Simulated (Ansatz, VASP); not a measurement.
**Two plane-wave programs on TiO3**

```
Ti O
1.0
     3.18206    0.00000    0.00000
     0.00000    3.18206    0.00000
     0.00000    0.00000    3.18206
Ti O
1 3
Direct
  0.00000 0.00000 0.00000
  0.00000 0.50000 0.50000
  0.50000 0.00000 0.50000
  0.50000 0.50000 0.00000
```

Alike in both runs: task relaxation of cell and atoms; functional r2SCAN; k mesh 14 × 14 × 14; occupations gaussian, width 0.1 eV; no spin polarisation.

|  | VASP | Ansatz |
| --- | --- | --- |
| version | VASP 6.6.1 | Ansatz 0.2.0 |
| potentials or method | VASP PAW PBE potentials, release 64 (Ti_sv, O), cutoff 600 eV | scalar-relativistic, plane waves, PAW |
| valence electrons in the cell | 30 | 30 |

|  | VASP | Ansatz | Ansatz less VASP |
| --- | --- | --- | --- |
| gap on the k mesh at the Fermi level, each at its own relaxed structure (eV) | none | none | - |
| relaxed volume (Å³/atom) | 8.09 | 8.06 | -0.024 |
| relaxed cell length with the largest relative difference (Å) | 3.186 | 3.183 | -0.0031 |

VASP's potentials were made for PBE, not for r2SCAN. A gap of «none» marks a metal or a gap that the smearing closes.
